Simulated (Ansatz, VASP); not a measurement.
Two plane-wave programs on Be

```
CELL_PARAMETERS angstrom
2.30381 0.00000 0.00000
-1.15190 1.99516 0.00000
0.00000 0.00000 7.34755
ATOMIC_POSITIONS crystal
Be 0.00000 0.00000 0.00000
Be 0.00000 0.00000 0.50000
Be 0.33333 0.66667 0.25000
Be 0.66667 0.33333 0.75000
```

Alike in both runs: task single point; functional LDA; k mesh 18 × 18 × 5; occupations fermi-dirac, width 0.1 eV; no spin polarisation.

|  | VASP | Ansatz |
| --- | --- | --- |
| version | VASP 6.6.1 | Ansatz 0.2.0 |
| potentials or method | VASP PAW LDA potentials, release 64 (Be), cutoff 520 eV | plane waves (420 eV) with PAW, scalar-relativistic |
| valence electrons in the cell | 8 | 8 |

Ansatz gave:

```
pressure (GPa)                                                : -12.3
traceless stress, the component that is largest in VASP (GPa) : -0.32
```

Estimate VASP's values.

pressure (GPa): -12.0; traceless stress, the component that is largest in VASP (GPa): -0.32.

Ansatz warns that its potentials were made for another functional, while VASP's fit it. LDA's correlation is that of Perdew and Zunger in VASP and of Perdew and Wang (1992) in Ansatz.
